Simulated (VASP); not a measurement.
# O2 in VASP: relaxation of the atoms with r2SCAN

Aim: the relaxation of the atoms of O2 with r2SCAN.

Program: VASP 6.6.1. These are calculated values, not measurements. Logs are shortened: lines on timing, memory, paths and dates and some standing lists are left out, and cuts for length are marked.

## 1. The cell of the first run

The cell holds a molecule in a box, 2 atoms: a = 12.000 Å, b = 12.500 Å, c = 13.000 Å, α = 90.00°, β = 90.00°, γ = 90.00°.

## 2. Relaxation of the atoms, r2SCAN, collinear spin, ferromagnetic start

File POSCAR:

```
O
1.0
   12.0000000000      0.0000000000      0.0000000000
    0.0000000000     12.5000000000      0.0000000000
    0.0000000000      0.0000000000     13.0000000000
O
2
Direct
    0.4500000000      0.4700000000      0.4526923077
    0.4500000000      0.4700000000      0.5473076923
```

File INCAR.step1:

```
PREC = Accurate ; ENCUT = 520
ISMEAR = 0 ; SIGMA = 0.01
LREAL = False ; LASPH = True
NELM = 150 ; ISPIN = 2
MAGMOM = 1 1 ; NUPDOWN = 2.0
GGA = PE ; ALGO = Normal
EDIFF = 1E-4 ; LWAVE = True
LCHARG = False
```

File INCAR.step2:

```
PREC = Accurate ; ENCUT = 520
EDIFF = 1E-7 ; ISMEAR = 0
SIGMA = 0.01 ; LREAL = False
LASPH = True ; NELM = 150
ALGO = Normal ; ISIF = 2
LWAVE = False ; LCHARG = False
ISPIN = 2 ; MAGMOM = 1 1
LORBIT = 11 ; NUPDOWN = 2.0
METAGGA = R2SCAN ; LMIXTAU = True
IBRION = 2 ; NSW = 80
EDIFFG = -0.01 ; ISTART = 1
```

File KPOINTS:

```
Automatic mesh
0
Gamma
  1 1 1
```

Potentials or basis: VASP PAW PBE potentials, release 64 (O).

Started as:

```bash
$ cat potpaw_PBE.64/O/POTCAR > POTCAR
$ cp INCAR.step1 INCAR
$ mpirun -np 1 vasp_gam > vasp.out
$ cp INCAR.step2 INCAR
$ mpirun -np 1 vasp_gam > vasp.out
```

OUTCAR:

```text
PREC = Accurate
   ENCUT = 520
   EDIFF = 1E-7
   ISMEAR = 0
   LREAL = False
   LASPH = True
   NELM = 150
   ISIF = 2
   ISPIN = 2
   LORBIT = 11
   NUPDOWN = 2.0
   METAGGA = R2SCAN
   IBRION = 2
   NSW = 80
   EDIFFG = -0.01
   ISTART = 1

 ion  position               nearest neighbor table
   1  0.450  0.470  0.453-   2 1.23
   2  0.450  0.470  0.547-   1 1.23

  LATTYP: Found a simple orthorhombic cell.
 ALAT       =    12.0000000000
 B/A-ratio  =     1.0416666667
 C/A-ratio  =     1.0833333333

  Lattice vectors:

 A1 = (  12.0000000000,   0.0000000000,   0.0000000000)
 A2 = (   0.0000000000,  12.5000000000,   0.0000000000)
 A3 = (   0.0000000000,   0.0000000000,  13.0000000000)

Analysis of symmetry for initial positions (statically):
=====================================================================
 Subroutine PRICEL returns:
 Original cell was already a primitive cell.

 Routine SETGRP: Setting up the symmetry group for a
 simple orthorhombic supercell.

 Subroutine GETGRP returns: Found  8 space group operations
 (whereof  2 operations were pure point group operations)
 out of a pool of  8 trial point group operations.

The static configuration has the point symmetry C_1h.
 The point group associated with its full space group is D_2h.

Analysis of symmetry for dynamics (positions and initial velocities):
=====================================================================
 Subroutine PRICEL returns:
 Original cell was already a primitive cell.

 Routine SETGRP: Setting up the symmetry group for a
 simple orthorhombic supercell.

 Subroutine GETGRP returns: Found  8 space group operations
 (whereof  2 operations were pure point group operations)
 out of a pool of  8 trial point group operations.

The dynamic configuration has the point symmetry C_1h.
 The point group associated with its full space group is D_2h.

Analysis of structural, dynamic, and magnetic symmetry:
=====================================================================
 Subroutine PRICEL returns:
 Original cell was already a primitive cell.

 Routine SETGRP: Setting up the symmetry group for a
 simple orthorhombic supercell.

 Subroutine GETGRP returns: Found  8 space group operations
 (whereof  2 operations were pure point group operations)
 out of a pool of  8 trial point group operations.

The overall configuration has the point symmetry C_1h.
 The point group associated with its full space group is D_2h.

 Subroutine INISYM returns: Found  8 space group operations
 (whereof  2 operations are pure point group operations),
 and found     1 'primitive' translations
[... 91 lines left out ...]
     AMIX_MAG =   1.60;   BMIX_MAG =  1.00
  volume/ion in A,a.u.               =     975.00      6579.62
  Fermi-wavevector in a.u.,A,eV,Ry     =   0.300002  0.566921  1.224538  0.090001
  Thomas-Fermi vector in A             =   1.167927
   LORBIT       =     11    0 simple, 1 ext, 2 COOP (PROOUT), +10 PAW based schemes
   METAGGA = R2SCAN    functional components
   LHFCALC =     F    Hartree Fock is set to
   AEXX    =    0.0000 exact exchange contribution
   IVDW    =     0    specifies the selected vdW correction
   LEPSILON=     F    determine dielectric tensor
   LRPA    =     F    only Hartree local field effects (RPA)
 conjugate gradient relaxation of ions
 spin polarized calculation
 Gauss-broadening in eV      SIGMA  =   0.01
  energy-cutoff  :      520.00
  volume of cell :     1950.00
 maximum number of plane-waves:     26244
 NGX is ok and might be reduce to    90
   NGX = 45   NGY = 47   NGZ = 49

--------------------------------------- Ionic step        1  -------------------------------------------

 number of electron      11.9999994 magnetization       1.9999995

 Free energy of the ion-electron system (eV)
  ---------------------------------------------------
  ext. energy  EPLUGINS =         0.00000000
  ---------------------------------------------------
  free energy    TOTEN  =       -11.85859334 eV

  energy without entropy =      -11.85859334  energy(sigma->0) =      -11.85859334

------------------------ aborting loop because EDIFF is reached ----------------------------------------

  FORCE on cell =-STRESS in cart. coord.  units (eV):
  Direction    XX          YY          ZZ          XY          YZ          ZX
  --------------------------------------------------------------------------------------
  -------------------------------------------------------------------------------------
  Total       -0.0743565     -0.0740246     -0.8015194      0.0000000      0.0000000      0.0000000
  in kB       -0.0610935     -0.0608208     -0.6585519      0.0000000      0.0000000      0.0000000
  external PRESSURE =      -0.2601554 kB  Pullay stress =       0.0000000 kB
[... 59 lines left out ...]
--------------------------------------- Ionic step        3  -------------------------------------------

 number of electron      11.9999994 magnetization       1.9999996

 Free energy of the ion-electron system (eV)
  ---------------------------------------------------
  ext. energy  EPLUGINS =         0.00000000
  ---------------------------------------------------
  free energy    TOTEN  =       -11.86044635 eV

  energy without entropy =      -11.86044635  energy(sigma->0) =      -11.86044635

 E-fermi : -11.5645     XC(G=0):  -0.2312

 val. band max:       -7.5466471534   @ k =   0.0000   0.0000   0.0000
 cond. band min:      -4.1027152240   @ k =   0.0000   0.0000   0.0000
 fundamental gap:      3.4439319294
 Fermi energy:        -7.4631893410

 spin component 1

 k-point     1 :       0.0000    0.0000    0.0000
  band No.  band energies     occupation
      1     -34.2816      1.00000
      2     -21.9888      1.00000
      3     -14.1459      1.00000
      4     -14.1458      1.00000
      5     -13.9545      1.00000
      6      -7.5467      1.00000
      7      -7.5466      1.00000
      8      -0.0208      0.00000
      9       0.8147      0.00000
     10       0.8470      0.00000
     11       0.9268      0.00000
 Fermi energy:       -11.5644799508

 spin component 2

 k-point     1 :       0.0000    0.0000    0.0000
  band No.  band energies     occupation
      1     -32.8935      1.00000
      2     -19.5562      1.00000
      3     -12.8675      1.00000
      4     -11.6417      1.00000
      5     -11.6416      1.00000
      6      -4.1027      0.00000
      7      -4.1027      0.00000
      8       0.0043      0.00000
      9       0.8765      0.00000
     10       0.8787      0.00000
     11       0.9478      0.00000
[... 27 lines left out ...]
  FREE ENERGIE OF THE ION-ELECTRON SYSTEM (eV)
  ---------------------------------------------------
  free  energy   TOTEN  =       -11.8604463452 eV

  energy  without entropy=      -11.8604463452  energy(sigma->0) =      -11.86044635

 reached required accuracy - stopping structural energy minimisation

 total charge

# of ion       s       p       d       tot
------------------------------------------
    1        1.614   3.303   0.000   4.918
    2        1.614   3.303   0.000   4.918
--------------------------------------------------
tot          3.228   6.607   0.000   9.835

 magnetization (x)

# of ion       s       p       d       tot
------------------------------------------
    1        0.015   0.819   0.000   0.834
    2        0.015   0.819   0.000   0.834
--------------------------------------------------
tot          0.030   1.639   0.000   1.668
```

Run time: 41 min. Hardware: 1 thread of Intel Xeon Platinum 8259CL at 2.50GHz (Skylake/Cascade Lake), shared host; peak memory 2.5 GiB.

Results:

```yaml
Free_energy: -11.8604 eV
Energy_gained_by_relaxing: 0.9 meV/atom
Ionic_steps: 3
Largest_force_after_relaxing: 0.005 eV/Å
Net_moment: 2.00 μB per cell
Site_moments: O +0.83 μB
Valence_electrons_inside_the_program's_atomic_spheres: O 4.92
```

Forces in eV/Å, atoms in the order of the input:
```
O    0.000  0.000  0.005
O    0.000  0.000 -0.005
```

Step by step:
```tsv
step	energy change (eV)	largest force (eV/Å)	pressure (GPa)
1	0.0000	0.5839	-0.03
2	0.1046	4.6551	0.14
3	-0.0019	0.0052	0.00
```

Final structure:
```
CELL_PARAMETERS angstrom
12.00000 0.00000 0.00000
0.00000 12.50000 0.00000
0.00000 0.00000 13.00000
ATOMIC_POSITIONS crystal
O 0.45000 0.47000 0.45299
O 0.45000 0.47000 0.54701
```

Caveat: the standard files for N, O and F lose accuracy on very short bonds; the PAW data sets were made with another functional, which shifts forces and pressure a little; the total moment is fixed, so each spin has its own Fermi level and the state may be an excited one.
